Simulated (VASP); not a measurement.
# NiO in VASP: a series of runs

NiO is run at these levels: PBE+U; tasks: single point, electric field gradients.

All numbers are computed with VASP 6.6.1; they aren't measurements. Logs are shortened: lines on timing, memory, paths and dates and some standing lists are left out, and cuts for length are marked.

### Step 1. The cell of the first run

The structure is cubic, space group Fm-3m (No. 225). Conventional cell: a = 4.268 Å, b = 4.268 Å, c = 4.268 Å, α = 90.00°, β = 90.00°, γ = 90.00°. Ni (site symmetry m-3m) has 6 O at 2.13 Å within 2.8 Å. Within 2.8 Å of O (site symmetry m-3m) lie 6 Ni at 2.13 Å.

### Step 2. Single point, PBE+U, collinear spin, antiferromagnetic start

File INCAR:

```
SYSTEM = NiO
PREC = Accurate
ENCUT = 520
EDIFF = 1E-7
ISMEAR = 0
SIGMA = 0.05
LREAL = .FALSE.
LASPH = .TRUE.
NELM = 150
ALGO = Normal
ISIF = 2
LWAVE = .FALSE.
LCHARG = .TRUE.
ISPIN = 2
MAGMOM = 2 -2 0 0
LORBIT = 11
LMAXMIX = 4
LDAU = .TRUE.
LDAUTYPE = 2
LDAUL = 2 -1
LDAUU = 6.2 0
LDAUJ = 0 0
LDAUPRINT = 1
GGA = PE
LELF = .TRUE.
LVHAR = .TRUE.
NBANDS = 28
```

File KPOINTS:

```
Automatic mesh
0
G
  6 6 6
  0 0 0
```

File POSCAR:

```
NiO
1.0
    0.0000000000      2.1337896542      2.1337896542
    2.1337896542      0.0000000000      2.1337896542
    4.2675793084      2.1337896542     -2.1337896542
Ni O
2 2
Direct
    0.0000000000      0.0000000000      0.0000000000
    0.5000000000      0.0000000000      0.5000000000
    0.7500000000      0.5000000000      0.2500000000
    1.2500000000      0.5000000000      0.7500000000
```

Potentials or basis: VASP PAW PBE potentials, release 64 (Ni, O).

Command:

```sh
$ cat potpaw_PBE.64/Ni/POTCAR potpaw_PBE.64/O/POTCAR > POTCAR
$ mpirun -np 1 vasp_std > vasp.out
```

OUTCAR:

```text
SYSTEM = NiO
   PREC = Accurate
   ENCUT = 520
   EDIFF = 1E-7
   ISMEAR = 0
   LREAL = .FALSE.
   LASPH = .TRUE.
   NELM = 150
   ISIF = 2
   ISPIN = 2
   LORBIT = 11
   GGA = PE

 ion  position               nearest neighbor table
   1  0.000  0.000  0.000-   3 2.13   3 2.13   4 2.13   3 2.13   4 2.13   4 2.13   2 3.02   2 3.02
                             2 3.02   2 3.02   2 3.02   2 3.02
   2  0.500  0.000  0.500-   4 2.13   3 2.13   4 2.13   3 2.13   4 2.13   3 2.13   1 3.02   1 3.02
                             1 3.02   1 3.02   1 3.02   1 3.02
   3  0.750  0.500  0.250-   2 2.13   1 2.13   2 2.13   1 2.13   2 2.13   1 2.13
   4  0.250  0.500  0.750-   1 2.13   1 2.13   2 2.13   1 2.13   2 2.13   2 2.13

  LATTYP: Found a trigonal (rhomboedric) cell.
 ALAT       =     5.2266958712
 COS(alpha) =     0.8333333333

  Lattice vectors:

 A1 = (   4.2675793084,   2.1337896542,  -2.1337896542)
 A2 = (   2.1337896542,   2.1337896542,  -4.2675793084)
 A3 = (   2.1337896542,   4.2675793084,  -2.1337896542)

Analysis of symmetry for initial positions (statically):
=====================================================================
 Subroutine PRICEL returns following result:

  LATTYP: Found a face centered cubic cell.
 ALAT       =     4.2675793084
[... 12 lines left out ...]
 Subroutine GETGRP returns: Found 12 space group operations
 (whereof 12 operations were pure point group operations)
 out of a pool of 12 trial point group operations.

The static configuration has the point symmetry D_3d.

Analysis of symmetry for dynamics (positions and initial velocities):
=====================================================================
 Subroutine PRICEL returns following result:

  LATTYP: Found a face centered cubic cell.
 ALAT       =     4.2675793084
[... 12 lines left out ...]
 Subroutine GETGRP returns: Found 12 space group operations
 (whereof 12 operations were pure point group operations)
 out of a pool of 12 trial point group operations.

The dynamic configuration has the point symmetry D_3d.

Analysis of structural, dynamic, and magnetic symmetry:
=====================================================================
 Subroutine PRICEL returns following result:

  LATTYP: Found a face centered cubic cell.
 ALAT       =     4.2675793084
[... 12 lines left out ...]
 Subroutine GETGRP returns: Found 12 space group operations
 (whereof 12 operations were pure point group operations)
 out of a pool of 12 trial point group operations.

The overall configuration has the point symmetry D_3d.

 Subroutine INISYM returns: Found 12 space group operations
 (whereof 12 operations are pure point group operations),
 and found     2 'primitive' translations

----------------------------------------------------------------------------------------

                                     Primitive cell

  volume of cell :      19.4305

  direct lattice vectors                    reciprocal lattice vectors
     0.000000000 -2.133789654  2.133789654    -0.234324878 -0.234324878  0.234324878
     2.133789654 -2.133789654  0.000000000     0.234324878 -0.234324878 -0.234324878
     2.133789654  0.000000000  2.133789654     0.234324878  0.234324878  0.234324878

  length of vectors
     3.017634268  3.017634268  3.017634268     0.405862594  0.405862594  0.405862594

  position of ions in fractional coordinates (direct lattice)
     0.000000000  0.000000000  0.000000000
     0.500000000  0.500000000  0.500000000

  ion indices of the primitive-cell ions
   primitive index   ion index
                 1           1
                 2           3

----------------------------------------------------------------------------------------

 KPOINTS: Automatic mesh

Automatic generation of k-mesh.
 Grid dimensions read from file:
 generate k-points for:    6    6    6

 Generating k-lattice:

  Cartesian coordinates                     Fractional coordinates (reciprocal lattice)
    -0.019527073  0.058581219  0.019527073     0.166666667  0.000000000  0.000000000
     0.039054146 -0.039054146  0.039054146     0.000000000  0.166666667  0.000000000
     0.019527073  0.019527073 -0.019527073     0.000000000  0.000000000  0.166666667

  Length of vectors
[... 76 lines left out ...]
  volume/ion in A,a.u.               =       9.72        65.56
  Fermi-wavevector in a.u.,A,eV,Ry     =   1.534452  2.899693 32.035489  2.354542
  Thomas-Fermi vector in A             =   2.641378
   LORBIT       =     11    0 simple, 1 ext, 2 COOP (PROOUT), +10 PAW based schemes
 LDA+U is selected, type is set to LDAUTYPE =  2
   angular momentum for each species LDAUL =     2   -1
   U (eV)           for each species LDAUU =   6.2  0.0
   J (eV)           for each species LDAUJ =   0.0  0.0
   GGA     = PE    functional components
   LHFCALC =     F    Hartree Fock is set to
   AEXX    =    0.0000 exact exchange contribution
   IVDW    =     0    specifies the selected vdW correction
   LEPSILON=     F    determine dielectric tensor
   LRPA    =     F    only Hartree local field effects (RPA)
 spin polarized calculation
 Gauss-broadening in eV      SIGMA  =   0.05
  energy-cutoff  :      520.00
  volume of cell :       38.86
 maximum number of plane-waves:      1075
 NGX is ok and might be reduce to    24
   NGX = 11   NGY = 11   NGZ = 19

 number of electron      32.0000007 magnetization       0.0000000

atom =   1  type =  1  l = 2

 onsite density matrix

spin component  1

  0.9819  0.0000 -0.0000  0.0000 -0.0000
  0.0000  0.9819 -0.0000 -0.0000  0.0000
 -0.0000 -0.0000  1.0227 -0.0000 -0.0000
  0.0000 -0.0000 -0.0000  0.9819 -0.0000
 -0.0000  0.0000 -0.0000 -0.0000  1.0227

spin component  2

  0.9801 -0.0000  0.0001 -0.0000  0.0000
 -0.0000  0.9801  0.0000  0.0000 -0.0001
  0.0001  0.0000  0.1416  0.0000 -0.0000
 -0.0000  0.0000  0.0000  0.9801  0.0001
  0.0000 -0.0001 -0.0000  0.0001  0.1416

 occupancies and eigenvectors

  o =  0.1416  v =  0.0000  0.0000  0.0000  0.0000  0.0000 -0.0001 -0.0001  0.9999 -0.0001  0.0123      0.0000  0.0000  0.0000  0.0000  0.0000  0.0000  0.0000  0.0000  0.0000  0.0000
  o =  0.1416  v =  0.0000  0.0000  0.0000  0.0000  0.0000  0.0000  0.0001 -0.0123 -0.0001  0.9999      0.0000  0.0000  0.0000  0.0000  0.0000  0.0000  0.0000  0.0000  0.0000  0.0000
  o =  0.9801  v =  0.0000  0.0000  0.0000  0.0000  0.0000  0.8154  0.4441  0.0001  0.3713 -0.0000      0.0000  0.0000  0.0000  0.0000  0.0000  0.0000  0.0000  0.0000  0.0000  0.0000
  o =  0.9801  v =  0.0000  0.0000  0.0000  0.0000  0.0000 -0.0420  0.6851 -0.0000 -0.7272 -0.0001      0.0000  0.0000  0.0000  0.0000  0.0000  0.0000  0.0000  0.0000  0.0000  0.0000
  o =  0.9801  v =  0.0000  0.0000  0.0000  0.0000  0.0000 -0.5774  0.5774  0.0000  0.5774  0.0000      0.0000  0.0000  0.0000  0.0000  0.0000  0.0000  0.0000  0.0000  0.0000  0.0000
  o =  0.9819  v =  0.5774 -0.5774 -0.0000 -0.5774 -0.0000  0.0000  0.0000  0.0000  0.0000  0.0000      0.0000  0.0000  0.0000  0.0000  0.0000  0.0000  0.0000  0.0000  0.0000  0.0000
  o =  0.9819  v =  0.0109 -0.7016  0.0000  0.7125  0.0014  0.0000  0.0000  0.0000  0.0000  0.0000      0.0000  0.0000  0.0000  0.0000  0.0000  0.0000  0.0000  0.0000  0.0000  0.0000
  o =  0.9819  v =  0.8164  0.4177  0.0014  0.3988 -0.0000  0.0000  0.0000  0.0000  0.0000  0.0000      0.0000  0.0000  0.0000  0.0000  0.0000  0.0000  0.0000  0.0000  0.0000  0.0000
  o =  1.0227  v =  0.0000  0.0010 -0.0000 -0.0010  1.0000  0.0000  0.0000  0.0000  0.0000  0.0000      0.0000  0.0000  0.0000  0.0000  0.0000  0.0000  0.0000  0.0000  0.0000  0.0000
  o =  1.0227  v =  0.0011  0.0006 -1.0000  0.0006 -0.0000  0.0000  0.0000  0.0000  0.0000  0.0000      0.0000  0.0000  0.0000  0.0000  0.0000  0.0000  0.0000  0.0000  0.0000  0.0000

atom =   2  type =  1  l = 2

 onsite density matrix

spin component  1

  0.9801 -0.0000  0.0001 -0.0000  0.0000
 -0.0000  0.9801  0.0000  0.0000 -0.0001
  0.0001  0.0000  0.1416  0.0000 -0.0000
 -0.0000  0.0000  0.0000  0.9801  0.0001
  0.0000 -0.0001 -0.0000  0.0001  0.1416

spin component  2

  0.9819  0.0000 -0.0000  0.0000  0.0000
  0.0000  0.9819 -0.0000 -0.0000  0.0000
 -0.0000 -0.0000  1.0227 -0.0000 -0.0000
  0.0000 -0.0000 -0.0000  0.9819 -0.0000
  0.0000  0.0000 -0.0000 -0.0000  1.0227

 occupancies and eigenvectors

  o =  0.1416  v =  0.0000 -0.0001 -0.0410  0.0001 -0.9992  0.0000  0.0000  0.0000  0.0000  0.0000      0.0000  0.0000  0.0000  0.0000  0.0000  0.0000  0.0000  0.0000  0.0000  0.0000
  o =  0.1416  v = -0.0001 -0.0001  0.9992 -0.0000 -0.0410  0.0000  0.0000  0.0000  0.0000  0.0000      0.0000  0.0000  0.0000  0.0000  0.0000  0.0000  0.0000  0.0000  0.0000  0.0000
  o =  0.9801  v =  0.8159  0.4340  0.0001  0.3819 -0.0000  0.0000  0.0000  0.0000  0.0000  0.0000      0.0000  0.0000  0.0000  0.0000  0.0000  0.0000  0.0000  0.0000  0.0000  0.0000
  o =  0.9801  v =  0.0301 -0.6916  0.0000  0.7217  0.0001  0.0000  0.0000  0.0000  0.0000  0.0000      0.0000  0.0000  0.0000  0.0000  0.0000  0.0000  0.0000  0.0000  0.0000  0.0000
  o =  0.9801  v = -0.5774  0.5774  0.0000  0.5774  0.0000  0.0000  0.0000  0.0000  0.0000  0.0000      0.0000  0.0000  0.0000  0.0000  0.0000  0.0000  0.0000  0.0000  0.0000  0.0000
  o =  0.9819  v =  0.0000  0.0000  0.0000  0.0000  0.0000 -0.5774  0.5774  0.0000  0.5774  0.0000      0.0000  0.0000  0.0000  0.0000  0.0000  0.0000  0.0000  0.0000  0.0000  0.0000
  o =  0.9819  v =  0.0000  0.0000  0.0000  0.0000  0.0000  0.1218 -0.6383  0.0002  0.7601  0.0014      0.0000  0.0000  0.0000  0.0000  0.0000  0.0000  0.0000  0.0000  0.0000  0.0000
  o =  0.9819  v =  0.0000  0.0000  0.0000  0.0000  0.0000  0.8074  0.5092  0.0014  0.2982 -0.0002      0.0000  0.0000  0.0000  0.0000  0.0000  0.0000  0.0000  0.0000  0.0000  0.0000
  o =  1.0227  v =  0.0000  0.0000  0.0000  0.0000  0.0000  0.0000 -0.0010 -0.0340  0.0010 -0.9994      0.0000  0.0000  0.0000  0.0000  0.0000  0.0000  0.0000  0.0000  0.0000  0.0000
  o =  1.0227  v =  0.0000  0.0000  0.0000  0.0000  0.0000 -0.0011 -0.0006  0.9994 -0.0005 -0.0340      0.0000  0.0000  0.0000  0.0000  0.0000  0.0000  0.0000  0.0000  0.0000  0.0000

 number of electron      32.0000007 magnetization      -0.0000000

 Free energy of the ion-electron system (eV)
  ---------------------------------------------------
  ext. energy  EPLUGINS =         0.00000000
  ---------------------------------------------------
  free energy    TOTEN  =       -20.40883247 eV

  energy without entropy =      -20.40883247  energy(sigma->0) =      -20.40883247

 E-fermi :   5.8051     XC(G=0): -12.2707

 val. band max:        5.4995442752   @ k =   0.0000   0.0000   0.5000
 cond. band min:       8.4503201403   @ k =   0.0000   0.0000   0.0000
 fundamental gap:      2.9507758650
 Fermi energy:         5.8051060810

 spin component 1

 k-point     1 :       0.0000    0.0000    0.0000
  band No.  band energies     occupation
      1     -12.2695      1.00000
      2     -11.0017      1.00000
      3      -1.0264      1.00000
      4      -0.5721      1.00000
      5      -0.5721      1.00000
      6       1.2326      1.00000
[... 1481 lines left out ...]
     27      23.1090      0.00000
     28      27.3114      0.00000

 [... further k-points ...]
[... 5 lines left out ...]
  --------------------------------------------------------------------------------------
  -------------------------------------------------------------------------------------
  Total       -2.3422875     -2.3422875     -2.3422875     -0.0124503      0.0124503      0.0124503
  in kB      -96.5686105    -96.5686105    -96.5686105     -0.5133048      0.5133048      0.5133048
  external PRESSURE =     -96.5686105 kB  Pullay stress =       0.0000000 kB

 VOLUME and BASIS-vectors are now :
 -----------------------------------------------------------------------------
  energy-cutoff  :      520.00
  volume of cell :       38.86
      direct lattice vectors                 reciprocal lattice vectors
     0.000000000  2.133789654  2.133789654    -0.117162439  0.351487317  0.117162439
     2.133789654  0.000000000  2.133789654     0.234324878 -0.234324878  0.234324878
     4.267579308  2.133789654 -2.133789654     0.117162439  0.117162439 -0.117162439

 POSITION                                       TOTAL-FORCE (eV/Angst)
 -----------------------------------------------------------------------------------
      0.00000      0.00000      0.00000        -0.000000     -0.000000      0.000000
      2.13379      2.13379      0.00000         0.000000     -0.000000     -0.000000
      2.13379      2.13379      2.13379         0.000000      0.000000     -0.000000
      4.26758      2.13379      0.00000        -0.000000      0.000000      0.000000
 -----------------------------------------------------------------------------------
    total drift:                               -0.000000      0.000000      0.000000

  FREE ENERGIE OF THE ION-ELECTRON SYSTEM (eV)
  ---------------------------------------------------
  free  energy   TOTEN  =       -20.4088324671 eV

  energy  without entropy=      -20.4088324671  energy(sigma->0) =      -20.40883247

 total charge

# of ion       s       p       d       tot
------------------------------------------
    1        0.324   0.375   8.189   8.888
    2        0.324   0.375   8.189   8.888
    3        1.550   3.440   0.000   4.990
    4        1.550   3.440   0.000   4.990
--------------------------------------------------
tot          3.747   7.631  16.379  27.757

 magnetization (x)

# of ion       s       p       d       tot
------------------------------------------
    1       -0.001  -0.004   1.766   1.761
    2        0.001   0.004  -1.766  -1.761
    3        0.000   0.000   0.000   0.000
    4        0.000   0.000   0.000   0.000
--------------------------------------------------
tot          0.000   0.000  -0.000  -0.000
```

It took 36 s on 1 thread of Intel Xeon 6975P-C (Granite Rapids), shared host; peak memory 0.2 GiB.

What came out:

```yaml
Free_energy: -20.4088 eV
Pressure: -9.7 GPa
Band_gap_on_the_k_mesh: 2.95 eV
Net_moment: 0.00 μB per cell
Site_moments: Ni +1.76, -1.76; O +0.00 μB
Valence_electrons_inside_the_program's_atomic_spheres: Ni 8.89; O 4.99
```

Stress tensor (GPa, compression positive):
```
-9.66 -0.05  0.05
-0.05 -9.66  0.05
 0.05  0.05 -9.66
```

Levels at points of the mesh, in eV from the valence-band top:
Spin up:
```tsv
k point	band 12	band 13	band 14	band 15	band 16	band 17	band 18	band 19	band 20	band 21
(0.00, 0.00, 0.00)	-0.69	-0.69	-0.65	-0.65	-0.65	2.95	4.21	4.21	7.10	11.17
(0.50, 0.00, 0.00)	-2.21	-1.87	-1.64	-1.22	-0.58	4.14	4.16	8.65	8.95	10.83
(0.00, 0.50, 0.00)	-2.06	-1.93	-1.93	-0.62	-0.53	4.37	4.50	7.10	7.39	11.18
(0.00, 0.00, 0.50)	-1.94	-1.22	-1.22	0.00	0.00	4.09	4.09	5.66	5.78	12.90
```
Spin down:
| k point | band 14 | band 15 | band 16 | band 17 | band 18 | band 19 |
| --- | --- | --- | --- | --- | --- | --- |
| (0.00, 0.00, 0.00) | -0.65 | -0.65 | -0.65 | 2.95 | 4.21 | 4.21 |
| (0.50, 0.00, 0.00) | -1.64 | -1.22 | -0.58 | 4.14 | 4.16 | 8.65 |
| (0.00, 0.50, 0.00) | -1.93 | -0.62 | -0.53 | 4.37 | 4.50 | 7.10 |
| (0.00, 0.00, 0.50) | -1.22 | 0.00 | 0.00 | 4.09 | 4.09 | 5.66 |

Eigenvalues of the final occupation matrices:
| site | spin | trace | eigenvalues |
| --- | --- | --- | --- |
| site 1 d | 1 | 4.99 | 0.98 0.98 0.98 1.02 1.02 |
| site 1 d | 2 | 3.22 | 0.14 0.14 0.98 0.98 0.98 |
| site 2 d | 1 | 3.22 | 0.14 0.14 0.98 0.98 0.98 |
| site 2 d | 2 | 4.99 | 0.98 0.98 0.98 1.02 1.02 |

Caveat: the k points lie up to 0.43 Å⁻¹ apart. A k mesh can miss the band edges.

[end of part 1 of 3]
